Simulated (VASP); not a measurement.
Wanted: the native input for a VASP 6.6.1 run.

```yaml
Task: single point
Functional: PBE
Potentials_or_basis: VASP PAW PBE potentials, release 64 (Si, C)
Cutoff: 520 eV
k_mesh: 4 × 4 × 2
Occupations: gaussian, width 0.01 eV
Spin: no spin polarisation
Dipole_correction: no
Further_INCAR_settings: LREAL = Auto; ALGO = Normal; EDIFF = 1e-06; NBANDS = 86
```

The structure of SiC lies in POSCAR:

```
SiC
1.0
    3.0941201761     -5.3591733614      0.0000000000
   -6.1882403623      0.0000000058      0.0000000000
    0.0000000000      0.0000000000    -10.1293391959
Si C
16 16
Direct
    0.3333333333      0.1666666667      0.0621558122
    0.8333333333      0.1666666667      0.0621558122
    0.3333333333      0.6666666667      0.0621558122
    0.8333333333      0.6666666667      0.0621558122
    0.1666666667      0.3333333333      0.5621558122
    0.6666666667      0.3333333333      0.5621558122
    0.1666666667      0.8333333333      0.5621558122
    0.6666666667      0.8333333333      0.5621558122
    0.5000000000      0.0000000000      0.3121004435
    1.0000000000      0.0000000000      0.3121004435
    0.5000000000      0.5000000000      0.3121004435
    1.0000000000      0.5000000000      0.3121004435
    0.0000000000      0.5000000000      0.8121004435
    0.5000000000      0.5000000000      0.8121004435
    0.0000000000      1.0000000000      0.8121004435
    0.5000000000      1.0000000000      0.8121004435
    0.3333333333      0.1666666667      0.2501925542
    0.8333333333      0.1666666667      0.2501925542
    0.3333333333      0.6666666667      0.2501925542
    0.8333333333      0.6666666667      0.2501925542
    0.1666666667      0.3333333333      0.7501925542
    0.6666666667      0.3333333333      0.7501925542
    0.1666666667      0.8333333333      0.7501925542
    0.6666666667      0.8333333333      0.7501925542
    0.0000000000      0.0000000000      0.4995521901
    0.5000000000      0.0000000000      0.4995521901
    0.0000000000      0.5000000000      0.4995521901
    0.5000000000      0.5000000000      0.4995521901
    0.5000000000      0.5000000000      0.9995521901
    1.0000000000      0.5000000000      0.9995521901
    0.5000000000      1.0000000000      0.9995521901
    1.0000000000      1.0000000000      0.9995521901
```

The input as run:

INCAR

```
SYSTEM = SiC
ALGO     = Normal         ! electronic algorithm
EDIFF    = 1E-6           ! SCF threshold, eV
ENCUT    = 520            ! plane-wave cutoff, eV
GGA      = PE             ! functional
ISIF     = 2              ! what is computed and relaxed
ISMEAR   = 0              ! smearing method
LASPH    = .TRUE.         ! aspherical terms in the spheres
LCHARG   = .TRUE.         ! write CHGCAR
LELF     = .TRUE.         ! ELF
LREAL    = Auto         
LVHAR    = .TRUE.       
LWAVE    = .FALSE.        ! write WAVECAR
NBANDS   = 86             ! bands
NELM     = 80             ! most SCF steps
PREC     = Accurate       ! precision mode
SIGMA    = 0.01           ! smearing width, eV
```

KPOINTS

```
k-points
0
G
  4 4 2
  0 0 0
```

Potentials or basis: VASP PAW PBE potentials, release 64 (Si, C).

Launch:

```sh
$ cat potpaw_PBE.64/Si/POTCAR potpaw_PBE.64/C/POTCAR > POTCAR
$ mpirun -np 1 vasp_std > vasp.out
```

It gave:

* Pressure: 0.0 GPa
* Largest force: 0.004 eV/Å
* Band gap on the k mesh: 2.22 eV

Run time: 6.6 min on 1 thread of Oxide Virtual Turin-like Processor (shared host), peak memory 0.45 GiB.
